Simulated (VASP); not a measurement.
# CaF2 (Fm-3m) in VASP: density of states with PBEsol

Aim: the density of states of CaF2 with PBEsol.

Everything below comes from runs of VASP 6.6.1. Logs are shortened: lines on timing, memory, paths and dates and some standing lists are left out, and cuts for length are marked.

## (1) The cell of the first run

It takes space group Fm-3m (No. 225, cubic). Conventional cell: a = 5.510 Å, b = 5.510 Å, c = 5.510 Å, α = 90.00°, β = 90.00°, γ = 90.00°. Ca (site symmetry m-3m) has 8 F at 2.39 Å within 3.2 Å. Within 3.2 Å of F (site symmetry -43m) lie 4 Ca at 2.39 Å and 6 F at 2.76 Å.

## (2) Density of states, PBEsol

POSCAR reads:

```
CaF2
1.0
    0.0000000000      2.7552132783      2.7552132783
    2.7552132783      0.0000000000      2.7552132783
    2.7552132783      2.7552132783      0.0000000000
Ca F
1 2
Direct
    0.0000000000      0.0000000000      0.0000000000
    0.2500000000      0.2500000000      0.2500000000
    0.7500000000      0.7500000000      0.7500000000
```

INCAR.step1 reads:

```
PREC = Accurate
ENCUT = 520
EDIFF = 1E-6
ISMEAR = 0
SIGMA = 0.02
LREAL = F
LASPH = T
NELM = 120
ALGO = Normal
ISIF = 2
LWAVE = F
LCHARG = T
GGA = PS
NBANDS = 19
GGA_COMPAT = F
NEDOS = 2001
LORBIT = 11
```

KPOINTS.step1 reads:

```
Automatic mesh
0
Gamma
  8 8 8
```

INCAR.step2 reads:

```
PREC = Accurate
ENCUT = 520
EDIFF = 1E-6
ISMEAR = -5
SIGMA = 0.02
LREAL = F
LASPH = T
NELM = 120
ALGO = Normal
ISIF = 2
LWAVE = F
LCHARG = F
GGA = PS
LORBIT = 10
NEDOS = 1001
ICHARG = 11
GGA_COMPAT = F
```

KPOINTS.step2 reads:

```
Automatic mesh
0
Gamma
  12 12 12
```

Potentials or basis: VASP PAW PBE potentials, release 64 (Ca_sv, F).

Launch:

```bash
> cat potpaw_PBE.64/Ca_sv/POTCAR potpaw_PBE.64/F/POTCAR > POTCAR
> cp INCAR.step1 INCAR
> cp KPOINTS.step1 KPOINTS
> mpirun -np 1 vasp_std > vasp.out
> cp INCAR.step2 INCAR
> cp KPOINTS.step2 KPOINTS
> mpirun -np 1 vasp_std > vasp.out
```

OUTCAR:

```text
PREC = Accurate
   ENCUT = 520
   EDIFF = 1E-6
   ISMEAR = -5
   LREAL = F
   LASPH = T
   NELM = 120
   ISIF = 2
   GGA = PS
   LORBIT = 10
   ICHARG = 11

 ion  position               nearest neighbor table
   1  0.000  0.000  0.000-   2 2.39   3 2.39   3 2.39   3 2.39   3 2.39   2 2.39   2 2.39   2 2.39

   2  0.250  0.250  0.250-   1 2.39   1 2.39   1 2.39   1 2.39
   3  0.750  0.750  0.750-   1 2.39   1 2.39   1 2.39   1 2.39

  LATTYP: Found a face centered cubic cell.
 ALAT       =     5.5104265566

  Lattice vectors:

 A1 = (   0.0000000000,   2.7552132783,   2.7552132783)
 A2 = (   2.7552132783,   0.0000000000,   2.7552132783)
 A3 = (   2.7552132783,   2.7552132783,   0.0000000000)

Analysis of symmetry for initial positions (statically):
=====================================================================
 Subroutine PRICEL returns:
 Original cell was already a primitive cell.

 Routine SETGRP: Setting up the symmetry group for a
 face centered cubic supercell.

 Subroutine GETGRP returns: Found 48 space group operations
 (whereof 48 operations were pure point group operations)
 out of a pool of 48 trial point group operations.

The static configuration has the point symmetry O_h .

Analysis of symmetry for dynamics (positions and initial velocities):
=====================================================================
 Subroutine PRICEL returns:
 Original cell was already a primitive cell.

 Routine SETGRP: Setting up the symmetry group for a
 face centered cubic supercell.

 Subroutine GETGRP returns: Found 48 space group operations
 (whereof 48 operations were pure point group operations)
 out of a pool of 48 trial point group operations.

The dynamic configuration has the point symmetry O_h .

 Subroutine INISYM returns: Found 48 space group operations
 (whereof 48 operations are pure point group operations),
 and found     1 'primitive' translations

----------------------------------------------------------------------------------------

                                     Primitive cell

  volume of cell :      41.8308

  direct lattice vectors                    reciprocal lattice vectors
     0.000000000  2.755213278  2.755213278    -0.181474154  0.181474154  0.181474154
     2.755213278  0.000000000  2.755213278     0.181474154 -0.181474154  0.181474154
     2.755213278  2.755213278  0.000000000     0.181474154  0.181474154 -0.181474154

  length of vectors
     3.896459985  3.896459985  3.896459985     0.314322456  0.314322456  0.314322456

  position of ions in fractional coordinates (direct lattice)
     0.000000000  0.000000000  0.000000000
     0.250000000  0.250000000  0.250000000
     0.750000000  0.750000000  0.750000000

  ion indices of the primitive-cell ions
   primitive index   ion index
                 1           1
                 2           2
                 3           3

----------------------------------------------------------------------------------------

 KPOINTS: Automatic mesh

Automatic generation of k-mesh.
 Grid dimensions read from file:
 generate k-points for:   12   12   12

 Generating k-lattice:

  Cartesian coordinates                     Fractional coordinates (reciprocal lattice)
    -0.015122846  0.015122846  0.015122846     0.083333333  0.000000000  0.000000000
     0.015122846 -0.015122846  0.015122846     0.000000000  0.083333333  0.000000000
     0.015122846  0.015122846 -0.015122846     0.000000000  0.000000000  0.083333333

  Length of vectors
     0.026193538  0.026193538  0.026193538

  Shift w.r.t. Gamma in fractional coordinates (k-lattice)
     0.000000000  0.000000000  0.000000000

 TETIRR: Found    247 inequivalent tetrahedra from    10368

 Subroutine IBZKPT returns following result:
 ===========================================

 Found     72 irreducible k-points:

 Following reciprocal coordinates:
            Coordinates               Weight
  0.000000  0.000000  0.000000      1.000000
  0.083333  0.000000  0.000000      8.000000
  0.166667  0.000000  0.000000      8.000000
  0.250000  0.000000  0.000000      8.000000
  0.333333  0.000000  0.000000      8.000000
  0.416667  0.000000  0.000000      8.000000
[... 16 lines left out ...]
  0.500000  0.166667  0.000000     24.000000
 -0.416667  0.166667  0.000000     24.000000
 [... further k-points ...]
   k-points           NKPTS =     72   k-points in BZ     NKDIM =     72   number of bands    NBANDS=     16
   number of dos      NEDOS =   1001   number of ions     NIONS =      3
   total plane-waves  NPLWV =  27000
   dimension x,y,z NGX =    30 NGY =   30 NGZ =   30
   dimension x,y,z NGXF=    60 NGYF=   60 NGZF=   60
   ions per type =               1   2
   NGX,Y,Z   is equivalent  to a cutoff of  12.80, 12.80, 12.80 a.u.
   NGXF,Y,Z  is equivalent  to a cutoff of  25.60, 25.60, 25.60 a.u.
 SYSTEM =  unknown system
   PREC   = accura    normal or accurate (medium, high low for compatibility)
   ISTART =      0    job   : 0-new  1-cont  2-samecut
   ICHARG =     11    charge: 1-file 2-atom 10-const
   ISPIN  =      1    spin polarized calculation?
   LNONCOLLINEAR =      F non collinear calculations
   LSORBIT =      F    spin-orbit coupling
   LASPH  =      T    aspherical Exc in radial PAW
   ENCUT  =  520.0 eV  38.22 Ry    6.18 a.u.   7.24  7.24  7.24*2*pi/ulx,y,z
   NELM   =    120;   NELMIN=  2; NELMDL=  0     # of ELM steps
   EDIFF  = 0.1E-05   stopping-criterion for ELM
   LREAL  =      F    real-space projection
   EDIFFG = 0.1E-04   stopping-criterion for IOM
   NSW    =      0    number of steps for IOM
   IBRION =     -1    ionic relax: 0-MD 1-quasi-New 2-CG
   NFREE  =      0    steps in history (QN), initial steepest desc. (CG)
   ISIF   =      2    stress and relaxation
   ISYM   =      2    0-nonsym 1-usesym 2-fastsym
   POTIM  = 0.5000    time-step for ionic-motion
   TEBEG  =    0.0;   TEEND  =   0.0 temperature during run
   PSTRESS=    0.0 pullay stress
   NELECT =      24.0000    total number of electrons
   NUPDOWN=      -1.0000    fix difference up-down
   EMIN   =  10.00;   EMAX   =-10.00  energy-range for DOS
   EFERMI =   0.00;   METHOD = LEGACY
   ISMEAR =    -5;   SIGMA  =   0.02  broadening in eV -4-tet -1-fermi 0-gaus
   EFERMI_NEDOS =   21; number of points for ismear=-14 and -15
   IALGO  =     38    algorithm
   IMIX   =      4    mixing-type and parameters
     AMIX     =   0.40;   BMIX     =  1.00
     AMIX_MAG =   1.60;   BMIX_MAG =  1.00
  volume/ion in A,a.u.               =      13.94        94.10
  Fermi-wavevector in a.u.,A,eV,Ry     =   1.360338  2.570665 25.177830  1.850518
  Thomas-Fermi vector in A             =   2.487008
   LORBIT       =     10    0 simple, 1 ext, 2 COOP (PROOUT), +10 PAW based schemes
   GGA     = PS    functional components
   LHFCALC =     F    Hartree Fock is set to
   AEXX    =    0.0000 exact exchange contribution
   IVDW    =     0    specifies the selected vdW correction
   LEPSILON=     F    determine dielectric tensor
   LRPA    =     F    only Hartree local field effects (RPA)
 non-spin polarized calculation
 Fermi weights with tetrahedron method with Bloechl corrections
  energy-cutoff  :      520.00
  volume of cell :       41.83
 maximum number of plane-waves:      1158
 NGX is ok and might be reduce to    30

 number of electron      23.9999996 magnetization

 Free energy of the ion-electron system (eV)
  ---------------------------------------------------
  ext. energy  EPLUGINS =         0.00000000
  ---------------------------------------------------
  free energy    TOTEN  =       -17.88251342 eV

  energy without entropy =      -17.88251342  energy(sigma->0) =      -17.88251342

 E-fermi :  -1.1758     XC(G=0):  -9.7612

 val. band max:       -1.2197109310   @ k =   0.5000   0.5000   0.0000
 cond. band min:       5.7223902276   @ k =   0.0000   0.0000   0.0000
 fundamental gap:      6.9421011586
 Fermi energy:        -1.1757965754

 k-point     1 :       0.0000    0.0000    0.0000
  band No.  band energies     occupation
      1     -37.1611      2.00000
      2     -20.9780      2.00000
      3     -20.2278      2.00000
      4     -18.1845      2.00000
      5     -18.1845      2.00000
      6     -18.1845      2.00000
[... 8 lines left out ...]
     15       7.7997      0.00000
     16       9.7964      0.00000

 k-point     2 :       0.0833    0.0000    0.0000
  band No.  band energies     occupation
      1     -37.1591      2.00000
      2     -20.9959      2.00000
      3     -20.2445      2.00000
      4     -18.1871      2.00000
      5     -18.1871      2.00000
      6     -18.1539      2.00000
[... 8 lines left out ...]
     15       7.8140      0.00000
     16       9.7263      0.00000

 k-point     3 :       0.1667    0.0000    0.0000
  band No.  band energies     occupation
      1     -37.1536      2.00000
      2     -21.0394      2.00000
      3     -20.2979      2.00000
      4     -18.1942      2.00000
      5     -18.1942      2.00000
      6     -18.0683      2.00000
[... 8 lines left out ...]
     15       7.8529      0.00000
     16       9.5611      0.00000

 k-point     4 :       0.2500    0.0000    0.0000
  band No.  band energies     occupation
      1     -37.1461      2.00000
      2     -21.0813      2.00000
      3     -20.3889      2.00000
      4     -18.2039      2.00000
      5     -18.2039      2.00000
      6     -17.9479      2.00000
[... 8 lines left out ...]
     15       7.9060      0.00000
     16       9.4060      0.00000

 k-point     5 :       0.3333    0.0000    0.0000
  band No.  band energies     occupation
      1     -37.1385      2.00000
      2     -21.1035      2.00000
      3     -20.5005      2.00000
      4     -18.2136      2.00000
      5     -18.2136      2.00000
      6     -17.8252      2.00000
[... 8 lines left out ...]
     15       7.9585      0.00000
     16       9.3324      0.00000

 k-point     6 :       0.4167    0.0000    0.0000
  band No.  band energies     occupation
      1     -37.1330      2.00000
      2     -21.1035      2.00000
      3     -20.5977      2.00000
      4     -18.2206      2.00000
      5     -18.2206      2.00000
      6     -17.7344      2.00000
[... 8 lines left out ...]
     15       8.1023      0.00000
     16       9.2657      0.00000
[... 267 lines left out ...]
 k-point    21 :       0.3333    0.1667    0.0000
  band No.  band energies     occupation
      1     -37.1386      2.00000
      2     -21.1322      2.00000
      3     -20.4603      2.00000
      4     -18.2304      2.00000
      5     -18.1804      2.00000
      6     -17.8525      2.00000
[... 8 lines left out ...]
     15       8.1659      0.00000
     16       9.0677      0.00000

 k-point    22 :       0.4167    0.1667    0.0000
  band No.  band energies     occupation
      1     -37.1324      2.00000
      2     -21.1222      2.00000
      3     -20.5888      2.00000
      4     -18.2369      2.00000
      5     -18.1439      2.00000
      6     -17.7867      2.00000
[... 8 lines left out ...]
     15       8.3506      0.00000
     16       8.9907      0.00000

 k-point    23 :       0.5000    0.1667    0.0000
  band No.  band energies     occupation
      1     -37.1285      2.00000
      2     -21.0824      2.00000
      3     -20.7066      2.00000
      4     -18.2377      2.00000
      5     -18.1127      2.00000
      6     -17.7522      2.00000
[... 8 lines left out ...]
     15       8.3884      0.00000
     16       9.0026      0.00000

 k-point    24 :      -0.4167    0.1667    0.0000
  band No.  band energies     occupation
      1     -37.1280      2.00000
      2     -21.0526      2.00000
      3     -20.7519      2.00000
      4     -18.2328      2.00000
      5     -18.0951      2.00000
      6     -17.7611      2.00000
[... 8 lines left out ...]
     15       8.3848      0.00000
     16       9.0082      0.00000

 [... further k-points ...]
[... 5 lines left out ...]
  --------------------------------------------------------------------------------------
  -------------------------------------------------------------------------------------
  Total       -0.9474892     -0.9474892     -0.9474892      0.0000000     -0.0000000      0.0000000
  in kB      -36.2901873    -36.2901873    -36.2901873      0.0000000     -0.0000000      0.0000000
  external PRESSURE =     -36.2901873 kB  Pullay stress =       0.0000000 kB

 VOLUME and BASIS-vectors are now :
 -----------------------------------------------------------------------------
  energy-cutoff  :      520.00
  volume of cell :       41.83
      direct lattice vectors                 reciprocal lattice vectors
     0.000000000  2.755213278  2.755213278    -0.181474154  0.181474154  0.181474154
     2.755213278  0.000000000  2.755213278     0.181474154 -0.181474154  0.181474154
     2.755213278  2.755213278  0.000000000     0.181474154  0.181474154 -0.181474154

 POSITION                                       TOTAL-FORCE (eV/Angst)
 -----------------------------------------------------------------------------------
      0.00000      0.00000      0.00000        -0.000000     -0.000000     -0.000000
      1.37761      1.37761      1.37761        -0.000000      0.000000     -0.000000
      4.13282      4.13282      4.13282         0.000000     -0.000000      0.000000
 -----------------------------------------------------------------------------------
    total drift:                                0.000000     -0.000000      0.000000

  FREE ENERGIE OF THE ION-ELECTRON SYSTEM (eV)
  ---------------------------------------------------
  free  energy   TOTEN  =       -17.8825134240 eV

  energy  without entropy=      -17.8825134240  energy(sigma->0) =      -17.88251342

 total charge

# of ion       s       p       d       tot
------------------------------------------
    1        2.019   5.863   0.208   8.091
    2        1.730   4.369   0.000   6.099
    3        1.730   4.369   0.000   6.099
--------------------------------------------------
tot          5.480  14.600   0.208  20.289
```

Wall time 32 s (1 thread of AMD EPYC 9R45 (Zen 5), shared host); peak memory 0.16 GiB.

What came out:

* Valence electrons inside the program's atomic spheres: Ca 8.09; F 6.10

Caveat: the PAW data sets were made with another functional, which shifts forces and pressure a little.
